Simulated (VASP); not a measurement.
Here is a VASP 6.6.1 calculation.

The input INCAR:

```
PREC = Accurate ; ENCUT = 520
EDIFF = 1E-6 ; ISMEAR = 0
SIGMA = 0.1 ; LREAL = False
LASPH = True ; NELM = 100
ALGO = Normal ; ISIF = 2
LWAVE = False ; LCHARG = False
GGA = PE ; NBANDS = 38
```

File KPOINTS:

```
Automatic mesh
0
Gamma
  4 4 4
```

File POSCAR:

```
Zn4Ga
1.0
   -2.9076430644      2.9076430644      2.9076430644
    2.9076430644     -2.9076430644      2.9076430644
    2.9076430644      2.9076430644     -2.9076430644
Zn Ga
4 1
Direct
    0.0000000000      0.0000000000      0.5000000000
    0.5000000000      0.0000000000      0.0000000000
    0.0000000000      0.5000000000      0.0000000000
    0.5000000000      0.5000000000      0.5000000000
    0.0000000000      0.0000000000      0.0000000000
```

Potentials or basis: VASP PAW PBE potentials, release 64 (Zn, Ga_d).

Command:

```sh
$ cat potpaw_PBE.64/Zn/POTCAR potpaw_PBE.64/Ga_d/POTCAR > POTCAR
$ mpirun -np 1 vasp_std > vasp.out
```

What does it give for the pressure?

0.3 GPa.

Caveat: the k points lie up to 0.38 Å⁻¹ apart.
